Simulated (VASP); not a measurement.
A run of VASP 6.6.1:

POSCAR

```
Ti3Al5
1.0
    3.9368206831      0.0000000000      0.0000000000
    0.0000000000      3.9368206831      0.0000000000
    0.0000000000      0.0000000000      8.4076424834
Ti Al
3 5
Direct
    0.0000000000      0.0000000000      0.5000000000
    0.5000000000      0.5000000000      0.0000000000
    0.5000000000      0.5000000000      0.5000000000
    0.0000000000      0.5000000000      0.2518779177
    0.0000000000      0.5000000000      0.7481220823
    0.5000000000      0.0000000000      0.2518779177
    0.5000000000      0.0000000000      0.7481220823
    0.0000000000      0.0000000000      0.0000000000
```

Contents of INCAR.step1:

```
PREC = Accurate
ENCUT = 520
ISMEAR = 0
SIGMA = 0.1
LREAL = F
LASPH = T
NELM = 80
NBANDS = 36
GGA = PE
ALGO = Normal
EDIFF = 1E-4
LWAVE = T
LCHARG = F
```

INCAR.step2

```
PREC = Accurate
ENCUT = 520
EDIFF = 1E-6
ISMEAR = 0
SIGMA = 0.1
LREAL = F
LASPH = T
NELM = 80
ALGO = Normal
ISIF = 2
LWAVE = F
LCHARG = F
METAGGA = R2SCAN
LMIXTAU = T
NBANDS = 36
ISTART = 1
```

File KPOINTS:

```
Automatic mesh
0
Gamma
  10 10 4
```

Potentials or basis: VASP PAW PBE potentials, release 64 (Ti_sv, Al).

Launch:

```console
$ cat potpaw_PBE.64/Ti_sv/POTCAR potpaw_PBE.64/Al/POTCAR > POTCAR
$ cp INCAR.step1 INCAR
$ mpirun -np 1 vasp_std > vasp.out
$ cp INCAR.step2 INCAR
$ mpirun -np 1 vasp_std > vasp.out
```

Hardware: 1 thread of Intel Xeon 8259CL, with other jobs on the host.

Task: Estimate the wall time of this run.

Result: Run time: 29 min on 1 thread of Intel Xeon 8259CL (shared host), peak memory 0.4 GiB. Counts: k points 63.
